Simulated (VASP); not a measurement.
Input of a VASP 6.6.1 run:

INCAR

```
  ALGO = Normal
  EDIFF = 1E-7
  ENCUT = 520
  GGA = PS
  ISIF = 2
  ISMEAR = -1
  LASPH = T
  LCHARG = F
  LREAL = F
  LWAVE = F
  NBANDS = 9
  NELM = 100
  PREC = Accurate
  SIGMA = 0.03
```

The input KPOINTS:

```
k-points
0
Gamma
  12 12 12
```

The input POSCAR:

```
Se
1.0
    2.7869437267      0.0000000000      0.0000000000
    0.0000000000      2.7869437267      0.0000000000
    0.0000000000      0.0000000000      2.7869437267
Se
1
Direct
    0.0000000000      0.0000000000      0.0000000000
```

Potentials or basis: VASP PAW PBE potentials, release 64 (Se).

Run with:

```bash
$ cat potpaw_PBE.64/Se/POTCAR > POTCAR
$ mpirun -np 1 vasp_std > vasp.out
```

(1) What does it give for the pressure?

(2) Predict the band gap on the k mesh.

Answers

(1) 0.2 GPa.

(2) zero (band 3 reaches 8.10 eV, above the bottom of band 4 at 1.62 eV).

Caveat: the PAW data sets were made with another functional, which shifts forces and pressure a little.
